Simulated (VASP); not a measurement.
The system is LiBi3.

```
CELL_PARAMETERS angstrom
6.40670 0.00000 0.00000
0.00000 6.40670 0.00000
0.00000 0.00000 3.15547
ATOMIC_POSITIONS crystal
Li 0.50000 0.50000 0.50000
Bi 0.00000 0.00000 0.00000
Bi 0.00000 0.50000 0.00000
Bi 0.50000 0.00000 0.00000
```

```yaml
Program: VASP 6.6.1
Task: relaxation of cell and atoms
Functional: PBE
Potentials_or_basis: VASP PAW PBE potentials, release 64 (Li_sv, Bi_d)
Cutoff: 600 eV
k_mesh: 8 × 8 × 14
Occupations: gaussian, width 0.1 eV
Spin: no spin polarisation
```

At the start: pressure 0.1 GPa; volume 32.38 Å³/atom.

Problem. Where does the relaxation end?

Solution. Over 4 steps the energy falls by 12.0 meV/atom and the volume is 32.15 Å³/atom (-0.7 %); space group P4/mmm (No. 123, to 0.05 Å).

Step by step:
```csv
step,energy change (eV),largest force (eV/Å),pressure (GPa),volume (Å³)
1,0.0000,0.0000,0.05,129.52
2,-0.0473,0.0000,-0.28,129.64
3,-0.0473,0.0000,-0.28,129.64
4,-0.0481,0.0000,0.03,128.60
```

Final structure:
```
Li Bi
1.0
     6.30273    0.00000    0.00000
     0.00000    6.30273    0.00000
     0.00000    0.00000    3.23727
Li Bi
1 3
Cartesian
  3.1514 3.1514 1.6186
  0.0000 0.0000 0.0000
  0.0000 3.1514 0.0000
  3.1514 0.0000 0.0000
```

Caveat: the cutoff is under 1.25 times the usual one of these potentials, so pressure, stress and relaxed cells hold a basis-set (Pulay) error.
